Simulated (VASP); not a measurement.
# Si2Mo (Fmm2) in VASP: notebook

Si2Mo is run at these levels: PBEsol; tasks: single point.

Everything below comes from runs of VASP 6.6.1. Logs are shortened: lines on timing, memory, paths and dates and some standing lists are left out, and cuts for length are marked.

**1. The cell of the first run**

It takes space group Fmm2 (No. 42, orthorhombic). The conventional cell has a = 4.511 Å, b = 7.821 Å, c = 4.511 Å, α = 90.00°, β = 90.00°, γ = 90.00°. Within 3.0 Å of Si (site symmetry m) lie 5 Mo at 2.23 to 2.99 Å and 5 Si at 2.58 to 2.62 Å. Within 3.0 Å of Mo (site symmetry mm2) lie 10 Si at 2.23 to 2.99 Å.

**2. Single point, PBEsol (all Si atoms moved +0.438 Å, as atom 1 along Cartesian [1 -1 0])**

INCAR reads:

```
SYSTEM = Si2Mo
  PREC = Accurate
  ENCUT = 520
  EDIFF = 1E-6
  ISMEAR = 0
  SIGMA = 0.15
  LREAL = .False.
  LASPH = .True.
  NELM = 80
  ALGO = Normal
  ISIF = 2
  LWAVE = .False.
  LCHARG = .False.
  GGA = PS
  NBANDS = 18
```

KPOINTS reads:

```
regular mesh
0
Gamma
  20 20 20
  0 0 0
```

POSCAR reads:

```
Si2Mo
1.0
   -1.5950350850      1.5950350850      3.9106920018
    1.5950350850     -1.5950350850      3.9106920018
    1.5950350850      1.5950350850     -3.9106920018
Si Mo
2 1
Direct
    0.2380839870      0.4320353424      0.0000000000
    0.5679646576      0.7619160130      0.0000000000
    0.0000000000      0.0000000000      0.0000000000
```

Potentials or basis: VASP PAW PBE potentials, release 64 (Si, Mo_sv).

Launch:

```sh
cat potpaw_PBE.64/Si/POTCAR potpaw_PBE.64/Mo_sv/POTCAR > POTCAR
mpirun -np 1 vasp_std > vasp.out
```

OUTCAR:

```text
SYSTEM = Si2Mo
   PREC = Accurate
   ENCUT = 520
   EDIFF = 1E-6
   ISMEAR = 0
   LREAL = .False.
   LASPH = .True.
   NELM = 80
   ISIF = 2
   GGA = PS

 ion  position               nearest neighbor table
   1  0.238  0.432  0.000-   3 2.23   2 2.58   2 2.62   2 2.62   2 2.62   2 2.62   3 2.64   3 2.64
                             3 2.66   3 2.99
   2  0.568  0.762  0.000-   3 2.23   1 2.58   1 2.62   1 2.62   1 2.62   1 2.62   3 2.64   3 2.64
                             3 2.66   3 2.99
   3  0.000  0.000  0.000-   2 2.23   1 2.23   1 2.64   2 2.64   2 2.64   1 2.64   2 2.66   1 2.66
                             1 2.99   2 2.99

  LATTYP: Found a body centered tetragonal cell.
 ALAT       =     3.1900701700
 C/A-ratio  =     2.4517905835

  Lattice vectors:

 A1 = (  -1.5950350850,   1.5950350850,   3.9106920018)
 A2 = (   1.5950350850,  -1.5950350850,   3.9106920018)
 A3 = (   1.5950350850,   1.5950350850,  -3.9106920018)

Analysis of symmetry for initial positions (statically):
=====================================================================
 Subroutine PRICEL returns:
 Original cell was already a primitive cell.

 Routine SETGRP: Setting up the symmetry group for a
 body centered tetragonal supercell.

 Subroutine GETGRP returns: Found  4 space group operations
 (whereof  4 operations were pure point group operations)
 out of a pool of 16 trial point group operations.

The static configuration has the point symmetry C_2v.

Analysis of symmetry for dynamics (positions and initial velocities):
=====================================================================
 Subroutine PRICEL returns:
 Original cell was already a primitive cell.

 Routine SETGRP: Setting up the symmetry group for a
 body centered tetragonal supercell.

 Subroutine GETGRP returns: Found  4 space group operations
 (whereof  4 operations were pure point group operations)
 out of a pool of 16 trial point group operations.

The dynamic configuration has the point symmetry C_2v.

 Subroutine INISYM returns: Found  4 space group operations
 (whereof  4 operations are pure point group operations),
 and found     1 'primitive' translations

----------------------------------------------------------------------------------------

                                     Primitive cell

  volume of cell :      39.7973

  direct lattice vectors                    reciprocal lattice vectors
    -1.595035085  1.595035085  3.910692002     0.000000000  0.313472728  0.127854610
     1.595035085 -1.595035085  3.910692002     0.313472728  0.000000000  0.127854610
     1.595035085  1.595035085 -3.910692002     0.313472728  0.313472728  0.000000000

  length of vectors
     4.514619118  4.514619118  4.514619118     0.338543871  0.338543871  0.443317384

  position of ions in fractional coordinates (direct lattice)
     0.238083987  0.432035342  0.000000000
     0.567964658  0.761916013  0.000000000
     0.000000000  0.000000000  0.000000000

  ion indices of the primitive-cell ions
   primitive index   ion index
                 1           1
                 2           2
                 3           3

----------------------------------------------------------------------------------------

 KPOINTS: regular mesh

Automatic generation of k-mesh.
 Grid dimensions read from file:
 generate k-points for:   20   20   20

 Generating k-lattice:

  Cartesian coordinates                     Fractional coordinates (reciprocal lattice)
     0.000000000  0.015673636  0.006392730     0.050000000  0.000000000  0.000000000
     0.015673636  0.000000000  0.006392730     0.000000000  0.050000000  0.000000000
     0.015673636  0.015673636  0.000000000     0.000000000  0.000000000  0.050000000

  Length of vectors
     0.016927194  0.016927194  0.022165869

  Shift w.r.t. Gamma in fractional coordinates (k-lattice)
     0.000000000  0.000000000  0.000000000

 Subroutine IBZKPT returns following result:
 ===========================================

 Found   1166 irreducible k-points:

 Following reciprocal coordinates:
            Coordinates               Weight
  0.000000  0.000000  0.000000      1.000000
  0.050000 -0.000000  0.000000      8.000000
  0.100000  0.000000  0.000000      8.000000
  0.150000  0.000000  0.000000      8.000000
  0.200000  0.000000  0.000000      8.000000
  0.250000 -0.000000  0.000000      8.000000
[... 16 lines left out ...]
  0.000000  0.350000 -0.050000      8.000000
  0.350000  0.050000 -0.000000      8.000000
 [... further k-points ...]
   k-points           NKPTS =   1166   k-points in BZ     NKDIM =   1166   number of bands    NBANDS=     18
   number of dos      NEDOS =    301   number of ions     NIONS =      3
   total plane-waves  NPLWV =  46656
   dimension x,y,z NGX =    36 NGY =   36 NGZ =   36
   dimension x,y,z NGXF=    72 NGYF=   72 NGZF=   72
   ions per type =               2   1
   NGX,Y,Z   is equivalent  to a cutoff of  13.26, 13.26, 13.26 a.u.
   NGXF,Y,Z  is equivalent  to a cutoff of  26.51, 26.51, 26.51 a.u.
 SYSTEM =  Si2Mo
   PREC   = accura    normal or accurate (medium, high low for compatibility)
   ISTART =      0    job   : 0-new  1-cont  2-samecut
   ICHARG =      2    charge: 1-file 2-atom 10-const
   ISPIN  =      1    spin polarized calculation?
   LNONCOLLINEAR =      F non collinear calculations
   LSORBIT =      F    spin-orbit coupling
   LASPH  =      T    aspherical Exc in radial PAW
   ENCUT  =  520.0 eV  38.22 Ry    6.18 a.u.   8.39  8.39  8.39*2*pi/ulx,y,z
   NELM   =     80;   NELMIN=  2; NELMDL= -5     # of ELM steps
   EDIFF  = 0.1E-05   stopping-criterion for ELM
   LREAL  =      F    real-space projection
   EDIFFG = 0.1E-04   stopping-criterion for IOM
   NSW    =      0    number of steps for IOM
   IBRION =     -1    ionic relax: 0-MD 1-quasi-New 2-CG
   NFREE  =      0    steps in history (QN), initial steepest desc. (CG)
   ISIF   =      2    stress and relaxation
   ISYM   =      2    0-nonsym 1-usesym 2-fastsym
   POTIM  = 0.5000    time-step for ionic-motion
   TEBEG  =    0.0;   TEEND  =   0.0 temperature during run
   PSTRESS=    0.0 pullay stress
   NELECT =      22.0000    total number of electrons
   NUPDOWN=      -1.0000    fix difference up-down
   EMIN   =  10.00;   EMAX   =-10.00  energy-range for DOS
   EFERMI =   0.00;   METHOD = LEGACY
   ISMEAR =     0;   SIGMA  =   0.15  broadening in eV -4-tet -1-fermi 0-gaus
   EFERMI_NEDOS =   21; number of points for ismear=-14 and -15
   IALGO  =     38    algorithm
   IMIX   =      4    mixing-type and parameters
     AMIX     =   0.40;   BMIX     =  1.00
     AMIX_MAG =   1.60;   BMIX_MAG =  1.00
  volume/ion in A,a.u.               =      13.27        89.52
  Fermi-wavevector in a.u.,A,eV,Ry     =   1.343583  2.539003 24.561429  1.805214
  Thomas-Fermi vector in A             =   2.471645
   LORBIT       =      0    0 simple, 1 ext, 2 COOP (PROOUT), +10 PAW based schemes
   GGA     = PS    functional components
   LHFCALC =     F    Hartree Fock is set to
   AEXX    =    0.0000 exact exchange contribution
   IVDW    =     0    specifies the selected vdW correction
   LEPSILON=     F    determine dielectric tensor
   LRPA    =     F    only Hartree local field effects (RPA)
 non-spin polarized calculation
 Gauss-broadening in eV      SIGMA  =   0.15
  energy-cutoff  :      520.00
  volume of cell :       39.80
 maximum number of plane-waves:      1104
 NGX is ok and might be reduce to    36
   NGX = 17   NGY = 17   NGZ = 17

 number of electron      22.0000000 magnetization

 Free energy of the ion-electron system (eV)
  ---------------------------------------------------
  ext. energy  EPLUGINS =         0.00000000
  ---------------------------------------------------
  free energy    TOTEN  =       -23.87319343 eV

  energy without entropy =      -23.87186151  energy(sigma->0) =      -23.87252747

 E-fermi :  12.2932     XC(G=0): -12.5175

 val. band max:       12.2875686758   @ k =   0.5000   0.5000   0.3000
 cond. band min:      12.3203908250   @ k =  -0.1000  -0.1000   0.1000
 fundamental gap:      0.0328221492
 Fermi energy:        12.2931689211

 k-point     1 :       0.0000    0.0000    0.0000
  band No.  band energies     occupation
      1     -48.1419      2.00000
      2     -22.4411      2.00000
      3     -22.3472      2.00000
      4     -22.2107      2.00000
      5      -1.1577      2.00000
      6       5.9172      2.00000
[... 10 lines left out ...]
     17      18.1907      0.00000
     18      18.6146      0.00000

 k-point     2 :       0.0500   -0.0000    0.0000
  band No.  band energies     occupation
      1     -48.1414      2.00000
      2     -22.4406      2.00000
      3     -22.3506      2.00000
      4     -22.2137      2.00000
      5      -1.1117      2.00000
      6       5.9212      2.00000
[... 10 lines left out ...]
     17      18.3281      0.00000
     18      18.7540      0.00000

 k-point     3 :       0.1000    0.0000    0.0000
  band No.  band energies     occupation
      1     -48.1400      2.00000
      2     -22.4391      2.00000
      3     -22.3613      2.00000
      4     -22.2213      2.00000
      5      -0.9749      2.00000
      6       5.9251      2.00000
[... 10 lines left out ...]
     17      18.5981      0.00000
     18      19.2197      0.00000

 k-point     4 :       0.1500    0.0000    0.0000
  band No.  band energies     occupation
      1     -48.1378      2.00000
      2     -22.4368      2.00000
      3     -22.3811      2.00000
      4     -22.2299      2.00000
      5      -0.7499      2.00000
      6       5.9010      2.00000
[... 375 lines left out ...]
      4     -22.2475      2.00000
      5       0.5028      2.00000
      6       4.9886      2.00000
[... 10 lines left out ...]
     17      19.5257      0.00000
     18      21.4843      0.00000

 k-point    23 :       0.0000    0.3500   -0.0500
  band No.  band energies     occupation
      1     -48.1282      2.00000
      2     -22.4850      2.00000
      3     -22.4272      2.00000
      4     -22.2461      2.00000
      5       0.5078      2.00000
      6       4.9985      2.00000
[... 10 lines left out ...]
     17      19.6253      0.00000
     18      21.1418      0.00000

 k-point    24 :       0.3500    0.0500   -0.0000
  band No.  band energies     occupation
      1     -48.1254      2.00000
      2     -22.5185      2.00000
      3     -22.4241      2.00000
      4     -22.2470      2.00000
      5       1.0202      2.00000
      6       4.5049      2.00000
[... 10 lines left out ...]
     17      19.6550      0.00000
     18      21.4280      0.00000

 [... further k-points ...]

------------------------ aborting loop because EDIFF is reached ----------------------------------------

  FORCE on cell =-STRESS in cart. coord.  units (eV):
  Direction    XX          YY          ZZ          XY          YZ          ZX
  --------------------------------------------------------------------------------------
  -------------------------------------------------------------------------------------
  Total        3.8583335      3.8583335      3.4754274     -4.2502056      0.0000000      0.0000000
  in kB      155.3303296    155.3303296    139.9151416   -171.1064735      0.0000000      0.0000000
  external PRESSURE =     150.1919336 kB  Pullay stress =       0.0000000 kB

 VOLUME and BASIS-vectors are now :
 -----------------------------------------------------------------------------
  energy-cutoff  :      520.00
  volume of cell :       39.80
      direct lattice vectors                 reciprocal lattice vectors
    -1.595035085  1.595035085  3.910692002     0.000000000  0.313472728  0.127854610
     1.595035085 -1.595035085  3.910692002     0.313472728  0.000000000  0.127854610
     1.595035085  1.595035085 -3.910692002     0.313472728  0.313472728  0.000000000

 POSITION                                       TOTAL-FORCE (eV/Angst)
 -----------------------------------------------------------------------------------
      0.30936     -0.30936      2.62063        -2.317083      2.317083     -1.408821
      0.30936     -0.30936      5.20075        -2.317083      2.317083      1.408821
      0.00000      0.00000      0.00000         4.634165     -4.634165     -0.000000
 -----------------------------------------------------------------------------------
    total drift:                               -0.000289      0.000289     -0.000000

  FREE ENERGIE OF THE ION-ELECTRON SYSTEM (eV)
  ---------------------------------------------------
  free  energy   TOTEN  =       -23.8731934319 eV

  energy  without entropy=      -23.8718615124  energy(sigma->0) =      -23.87252747
```

Run time: 14 min. Hardware: 1 thread of Intel Xeon Platinum 8259CL at 2.50GHz (Skylake/Cascade Lake), shared host; peak memory 0.84 GiB.

Results:

- Free energy: -23.8732 eV
- Pressure: 15.0 GPa
- Largest force: 6.554 eV/Å
- Band gap on the k mesh: zero (bands 11 and 12 overlap by 0.10 eV)

Forces on the atoms (eV/Å):
```
Si  -2.317  2.317 -1.409
Si  -2.317  2.317  1.409
Mo   4.634 -4.634  0.000
```

Levels at points of the mesh, in eV from the Fermi level:
```
           k point  band 9  band 10  band 11  band 12  band 13  band 14
(0.00, 0.00, 0.00)   -2.46    -2.32     0.05     1.83     2.47     3.89
(0.50, 0.00, 0.00)   -2.77    -2.06    -0.86     2.31     3.31     3.89
(0.50, 0.50, 0.00)   -4.36    -3.42    -1.16     2.31     2.32     3.36
(0.00, 0.00, 0.50)   -4.53    -3.08    -0.87     2.28     2.31     3.01
(0.50, 0.50, 0.50)   -1.35    -0.39    -0.35     0.33     1.11     4.68
```

Caveat: the cell differs from its parent crystal (all Si atoms moved +0.438 Å, as atom 1 along Cartesian [1 -1 0]); the cell stands under pressure; the PAW data sets were made with another functional, which shifts forces and pressure a little.

(Continued in part 2 of 2.)

The gap in the log of VASP goes by the Fermi energy; the results here count the filled bands.